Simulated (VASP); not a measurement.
**BaTiO3: single point with PBE**

The system is BaTiO3.

```xyz
5
Lattice="4.0594 -0.0106 -0.0105 -0.0106 4.0603 0.0106 -0.0105 0.0106 4.0598" Properties=species:S:1:pos:R:3 pbc="T T T"
Ba    1.9813    2.0683    2.0679
Ti   -0.0955    0.0961    0.0956
O     2.1028   -0.0356   -0.0356
O     0.0247    1.9566   -0.0247
O     0.0250   -0.0251    1.9567
```

| Item | Value |
| --- | --- |
| Program | VASP 6.6.1 |
| Task | single point |
| Functional | PBE |
| Potentials or basis | VASP PAW PBE potentials, release 64 (Ba_sv, Ti_sv, O) |
| Cutoff | 520 eV |
| k mesh | 6 × 6 × 6 |
| Occupations | gaussian, width 0.05 eV |
| Spin | no spin polarisation |

The pressure is 1.6 GPa and the largest force is 0.088 eV/Å. The band gap on the k mesh is 2.58 eV (least direct gap 3.12 eV).

Forces on the atoms (eV/Å):
```
Ba   0.028 -0.027 -0.028
Ti   0.050 -0.053 -0.050
O   -0.054  0.013  0.012
O   -0.011  0.055  0.011
O   -0.013  0.013  0.054
```

Levels at points of the mesh, in eV from the valence-band top:
| k point | band 18 | band 19 | band 20 | band 21 | band 22 | band 23 |
| --- | --- | --- | --- | --- | --- | --- |
| (0.00, 0.00, 0.00) | -0.69 | -0.54 | -0.54 | 2.58 | 2.59 | 2.76 |
| (0.50, 0.00, 0.00) | -1.52 | -1.05 | -0.88 | 2.74 | 3.72 | 3.88 |
| (0.00, 0.50, 0.00) | -1.52 | -1.05 | -0.88 | 2.74 | 3.72 | 3.87 |
| (0.50, 0.50, 0.00) | -0.92 | -0.84 | -0.09 | 3.81 | 3.83 | 4.13 |
| (0.00, 0.00, 0.50) | -1.52 | -1.05 | -0.88 | 2.74 | 3.72 | 3.87 |
| (0.50, 0.00, 0.50) | -0.92 | -0.84 | -0.09 | 3.81 | 3.83 | 4.13 |
| (0.00, 0.50, 0.50) | -0.92 | -0.84 | -0.09 | 3.81 | 3.83 | 4.13 |
| (0.50, 0.50, 0.50) | -0.04 | -0.03 | 0.00 | 4.16 | 4.38 | 4.38 |

Wall time 2.9 min on 1 thread of AMD EPYC 7R43 64-Core Processor (Zen 3), with other jobs on the host, peak memory 0.29 GiB.

Caveat: spin-orbit coupling is left out, which moves the levels of the heavy elements. A k mesh can miss the band edges.
